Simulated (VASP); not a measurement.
# AlN (I-4m2) in VASP: a series of runs

AlN is run at these levels: PBE; tasks: single point.

Everything below comes from runs of VASP 6.6.1. Logs are shortened: lines on timing, memory, paths and dates and some standing lists are left out, and cuts for length are marked.

**1. The cell of the first run**

Symmetry: I-4m2, No. 119, tetragonal system. Conventional cell: a = 2.996 Å, b = 2.996 Å, c = 4.368 Å, α = 90.00°, β = 90.00°, γ = 90.00°. Within 2.5 Å of Al (site symmetry -4m2) lie 4 N at 1.85 Å. N (site symmetry -4m2) has 4 Al at 1.85 Å within 2.5 Å.

**2. Single point, PBE (strain -0.0300 x Voigt [1, 1, 0, 0, 0, 0])**

The input, INCAR:

```
PREC = Accurate
ENCUT = 520
EDIFF = 1E-6
ISMEAR = 0
SIGMA = 0.05
LREAL = F
LASPH = T
NELM = 60
ALGO = Normal
ISIF = 2
LWAVE = F
LCHARG = T
GGA = PE
LELF = T
LVHAR = T
NBANDS = 11
```

The input, KPOINTS:

```
regular mesh
0
Gamma
  10 10 10
```

The input, POSCAR:

```
AlN
1.0
    0.0000000000      2.1184737528      2.1839935596
    2.1184737528      0.0000000000      2.1839935596
    2.1184737528      2.1184737528      0.0000000000
Al N
1 1
Direct
    0.0000000000      0.0000000000      0.0000000000
    0.7500000000      0.7500000000      0.7500000000
```

Potentials or basis: VASP PAW PBE potentials, release 64 (Al, N).

The run is started by

```bash
$ cat potpaw_PBE.64/Al/POTCAR potpaw_PBE.64/N/POTCAR > POTCAR
$ mpirun -np 1 vasp_std > vasp.out
```

OUTCAR:

```text
PREC = Accurate
   ENCUT = 520
   EDIFF = 1E-6
   ISMEAR = 0
   LREAL = F
   LASPH = T
   NELM = 60
   ISIF = 2
   GGA = PE

 ion  position               nearest neighbor table
   1  0.000  0.000  0.000-   2 1.85   2 1.85   2 1.85   2 1.85
   2  0.750  0.750  0.750-   1 1.85   1 1.85   1 1.85   1 1.85

  LATTYP: Found a body centered tetragonal cell.
 ALAT       =     2.9959743127
 C/A-ratio  =     1.4579521262

  Lattice vectors:

 A1 = (  -2.1184737528,   0.0000000000,   2.1839935596)
 A2 = (   2.1184737528,   0.0000000000,   2.1839935596)
 A3 = (   0.0000000000,   2.1184737528,  -2.1839935596)

Analysis of symmetry for initial positions (statically):
=====================================================================
 Subroutine PRICEL returns:
 Original cell was already a primitive cell.

 Routine SETGRP: Setting up the symmetry group for a
 body centered tetragonal supercell.

 Subroutine GETGRP returns: Found  8 space group operations
 (whereof  8 operations were pure point group operations)
 out of a pool of 16 trial point group operations.

The static configuration has the point symmetry D_2d.

Analysis of symmetry for dynamics (positions and initial velocities):
=====================================================================
 Subroutine PRICEL returns:
 Original cell was already a primitive cell.

 Routine SETGRP: Setting up the symmetry group for a
 body centered tetragonal supercell.

 Subroutine GETGRP returns: Found  8 space group operations
 (whereof  8 operations were pure point group operations)
 out of a pool of 16 trial point group operations.

The dynamic configuration has the point symmetry D_2d.

 Subroutine INISYM returns: Found  8 space group operations
 (whereof  8 operations are pure point group operations),
 and found     1 'primitive' translations

----------------------------------------------------------------------------------------

                                     Primitive cell

  volume of cell :      19.6032

  direct lattice vectors                    reciprocal lattice vectors
     0.000000000  2.118473753  2.183993560    -0.236018973  0.236018973  0.228938404
     2.118473753  0.000000000  2.183993560     0.236018973 -0.236018973  0.228938404
     2.118473753  2.118473753  0.000000000     0.236018973  0.236018973 -0.228938404

  length of vectors
     3.042656555  3.042656555  2.995974313     0.404750175  0.404750175  0.404750175

[... 82 lines left out ...]
   EDIFFG = 0.1E-04   stopping-criterion for IOM
   NSW    =      0    number of steps for IOM
   IBRION =     -1    ionic relax: 0-MD 1-quasi-New 2-CG
   NFREE  =      0    steps in history (QN), initial steepest desc. (CG)
   ISIF   =      2    stress and relaxation
   ISYM   =      2    0-nonsym 1-usesym 2-fastsym
   POTIM  = 0.5000    time-step for ionic-motion
   TEBEG  =    0.0;   TEEND  =   0.0 temperature during run
   PSTRESS=    0.0 pullay stress
   NELECT =       8.0000    total number of electrons
   NUPDOWN=      -1.0000    fix difference up-down
   EMIN   =  10.00;   EMAX   =-10.00  energy-range for DOS
   EFERMI =   0.00;   METHOD = LEGACY
   ISMEAR =     0;   SIGMA  =   0.05  broadening in eV -4-tet -1-fermi 0-gaus
   EFERMI_NEDOS =   21; number of points for ismear=-14 and -15
   IALGO  =     38    algorithm
   IMIX   =      4    mixing-type and parameters
     AMIX     =   0.40;   BMIX     =  1.00
     AMIX_MAG =   1.60;   BMIX_MAG =  1.00
  volume/ion in A,a.u.               =       9.80        66.14
  Fermi-wavevector in a.u.,A,eV,Ry     =   1.214308  2.294710 20.062400  1.474545
  Thomas-Fermi vector in A             =   2.349732
   LORBIT       =      0    0 simple, 1 ext, 2 COOP (PROOUT), +10 PAW based schemes
   GGA     = PE    functional components
   LHFCALC =     F    Hartree Fock is set to
   AEXX    =    0.0000 exact exchange contribution
   IVDW    =     0    specifies the selected vdW correction
   LEPSILON=     F    determine dielectric tensor
   LRPA    =     F    only Hartree local field effects (RPA)
 non-spin polarized calculation
 Gauss-broadening in eV      SIGMA  =   0.05
  energy-cutoff  :      520.00
  volume of cell :       19.60
 maximum number of plane-waves:       544
   NGX = 11   NGY = 11   NGZ = 11

 number of electron       7.9999998 magnetization

 Free energy of the ion-electron system (eV)
  ---------------------------------------------------
  ext. energy  EPLUGINS =         0.00000000
  ---------------------------------------------------
  free energy    TOTEN  =       -14.74633393 eV

  energy without entropy =      -14.74633393  energy(sigma->0) =      -14.74633393

 E-fermi :   6.8605     XC(G=0): -11.2032

 val. band max:        6.6179067388   @ k =  -0.1000   0.1000   0.0000
 cond. band min:       9.8638272398   @ k =   0.5000   0.0000   0.5000
 fundamental gap:      3.2459205010
 Fermi energy:         6.8605379230

 k-point     1 :       0.0000    0.0000    0.0000
  band No.  band energies     occupation
      1      -8.7809      2.00000
      2       6.4722      2.00000
      3       6.6098      2.00000
      4       6.6098      2.00000
      5      11.3051      0.00000
      6      19.7324      0.00000
      7      19.7324      0.00000
      8      19.7577      0.00000
      9      24.1674      0.00000
     10      25.2670      0.00000
     11      25.4955      0.00000
[... 309 lines left out ...]
 k-point    24 :       0.4000    0.3000    0.0000
  band No.  band energies     occupation
      1      -6.6748      2.00000
      2       2.1822      2.00000
      3       4.8866      2.00000
      4       5.2661      2.00000
      5      11.6357      0.00000
      6      16.7712      0.00000
      7      19.2390      0.00000
      8      22.0283      0.00000
      9      22.5250      0.00000
     10      28.8379      0.00000
     11      31.1245      0.00000

 [... further k-points ...]
[... 5 lines left out ...]
  --------------------------------------------------------------------------------------
  -------------------------------------------------------------------------------------
  Total        2.4958093      2.4958093      1.9826355      0.0000000     -0.0000000     -0.0000000
  in kB      203.9832274    203.9832274    162.0413800      0.0000000     -0.0000000     -0.0000000
  external PRESSURE =     190.0026116 kB  Pullay stress =       0.0000000 kB

 VOLUME and BASIS-vectors are now :
 -----------------------------------------------------------------------------
  energy-cutoff  :      520.00
  volume of cell :       19.60
      direct lattice vectors                 reciprocal lattice vectors
     0.000000000  2.118473753  2.183993560    -0.236018973  0.236018973  0.228938404
     2.118473753  0.000000000  2.183993560     0.236018973 -0.236018973  0.228938404
     2.118473753  2.118473753  0.000000000     0.236018973  0.236018973 -0.228938404

 POSITION                                       TOTAL-FORCE (eV/Angst)
 -----------------------------------------------------------------------------------
      0.00000      0.00000      0.00000        -0.000000     -0.000000      0.000000
      3.17771      3.17771      3.27599         0.000000      0.000000      0.000000
 -----------------------------------------------------------------------------------
    total drift:                                0.000000      0.000000     -0.000000

  FREE ENERGIE OF THE ION-ELECTRON SYSTEM (eV)
  ---------------------------------------------------
  free  energy   TOTEN  =       -14.7463339323 eV

  energy  without entropy=      -14.7463339323  energy(sigma->0) =      -14.74633393
```

OSZICAR:

```text
N       E                     dE             d eps       ncg     rms          rms(c)
DAV:   1     0.112225953778E+02    0.11223E+02   -0.38748E+03  2300   0.602E+02
DAV:   2    -0.163849831752E+02   -0.27608E+02   -0.26531E+02  2665   0.140E+02
DAV:   3    -0.172455220730E+02   -0.86054E+00   -0.85945E+00  2767   0.232E+01
DAV:   4    -0.172501564626E+02   -0.46344E-02   -0.46341E-02  2562   0.186E+00
DAV:   5    -0.172502110204E+02   -0.54558E-04   -0.54557E-04  2757   0.192E-01    0.893E+00
DAV:   6    -0.147630157411E+02    0.24872E+01   -0.11668E+01  2640   0.175E+01    0.292E+00
DAV:   7    -0.147528522216E+02    0.10164E-01   -0.21150E-01  2550   0.342E+00    0.215E+00
DAV:   8    -0.147475927109E+02    0.52595E-02   -0.26579E-02  2505   0.153E+00    0.572E-01
DAV:   9    -0.147462819109E+02    0.13108E-02   -0.37728E-03  2706   0.367E-01    0.234E-01
DAV:  10    -0.147463196266E+02   -0.37716E-04   -0.34288E-04  2517   0.122E-01    0.309E-02
DAV:  11    -0.147463338674E+02   -0.14241E-04   -0.13021E-05  2628   0.277E-02    0.141E-02
DAV:  12    -0.147463339323E+02   -0.64878E-07   -0.14898E-07  1653   0.332E-03
   1 F= -.14746334E+02 E0= -.14746334E+02  d E =-.736480E-14
```

Wall time 12 s (1 thread of Intel Xeon Platinum 8488C (Sapphire Rapids), shared host); peak memory 0.14 GiB.

What came out:

- Free energy: -14.7463 eV
- Pressure: 19.0 GPa
- Band gap on the k mesh: 3.25 eV, indirect (least direct gap 4.70 eV)

Caveat: the cell differs from its parent crystal (strain -0.0300 x Voigt [1, 1, 0, 0, 0, 0]).

[end of part 1 of 2]
